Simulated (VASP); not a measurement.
PbSe:

```xyz
2
Lattice="0.0000 3.4232 3.4232 3.4232 0.0000 3.4232 3.4232 3.4232 0.0000" Properties=species:S:1:pos:R:3 pbc="T T T"
Pb    0.0000    0.0000    0.0000
Se    1.7116    1.7116    1.7116
```

Base run:

* Program: VASP 6.6.1
* Functional: PBE0
* Potentials or basis: VASP PAW PBE potentials, release 64 (Pb_d, Se)
* Cutoff: 520 eV
* k mesh: 4 × 4 × 4
* Occupations: gaussian, width 0.01 eV
* Spin: no spin polarisation

Its results: band gap on the k mesh 1.73 eV (least direct gap 2.33 eV); pressure 0.0 GPa.

The run is repeated on the same cell with these changes: functional from PBE0 to PBE-based screened hybrid with 40 % exact exchange; share of exact exchange from 0.25 to 0.4. What comes out?

Band gap on the k mesh 0.89 eV (least direct gap 1.45 eV); pressure 0.0 GPa.

Caveats: the structure was generated, so it needn't be the stable form of PbSe; the PAW data sets were made with another functional, which shifts forces and pressure a little; spin-orbit coupling is left out, which moves the levels of the heavy elements.

A k mesh can miss the band edges.
